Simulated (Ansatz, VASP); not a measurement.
YMn3: VASP beside Ansatz

```
CELL_PARAMETERS angstrom
4.10086 0.00000 0.00000
0.00000 4.10086 0.00000
0.00000 0.00000 4.10086
ATOMIC_POSITIONS crystal
Mn 0.00000 0.50000 0.50000
Mn 0.50000 0.00000 0.50000
Mn 0.50000 0.50000 0.00000
Y 0.00000 0.00000 0.00000
```

Alike in both runs: task single point; functional PBE; k mesh 10 × 10 × 10; occupations gaussian, width 0.1 eV; no spin polarisation.

|  | VASP | Ansatz |
| --- | --- | --- |
| version | VASP 6.6.1 | Ansatz 0.2.0 |
| potentials or method | VASP PAW PBE potentials, release 64 (Mn_pv, Y_sv), cutoff 520 eV | scalar-relativistic, plane waves, PAW |
| valence electrons in the cell | 50 | 56 |

|  | VASP | Ansatz | Ansatz less VASP |
| --- | --- | --- | --- |
| gap on the k mesh at the Fermi level (eV) | none | none | - |
| pressure (GPa) | -15.7 | -15.7 | +0.02 |

A gap of «none» marks a metal or a gap that the smearing closes. The functional is the same, so the differences come from potentials, cutoffs and numerics. VASP's potentials hold 50 valence electrons a cell and Ansatz's 56, so a difference there can come from the potentials and not from the codes.
